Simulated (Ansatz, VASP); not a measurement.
## BeS: VASP beside Ansatz

```
CELL_PARAMETERS angstrom
0.00000 2.43431 2.43431
2.43431 0.00000 2.43431
2.43431 2.43431 0.00000
ATOMIC_POSITIONS crystal
Be 0.00000 0.00000 0.00000
S 0.25000 0.25000 0.25000
```

Alike in both runs: task single point; functional HSE06; k mesh 4 × 4 × 4; occupations methfessel-paxton of order 1, width 0.05 eV; no spin polarisation.

```csv
,VASP,Ansatz
version,VASP 6.6.1,Ansatz 0.2.0
potentials or method,"VASP PAW PBE potentials, release 64 (Be, S)",plane waves
plane-wave cutoff (eV),520,420
valence electrons in the cell,8,8
```

VASP gave:

- gap on the k mesh at the Fermi level (eV): 4.09
- pressure (GPa): -0.6

Task: Which values does Ansatz return?

Result: gap on the k mesh at the Fermi level (eV): 4.09; pressure (GPa): -0.4.

The functional is the same, so the differences come from potentials, cutoffs and numerics. Ansatz's warnings: stress exchange threshold loose, stress scf threshold loose.

The k mesh is coarse, so the values compare programs but aren't converged.
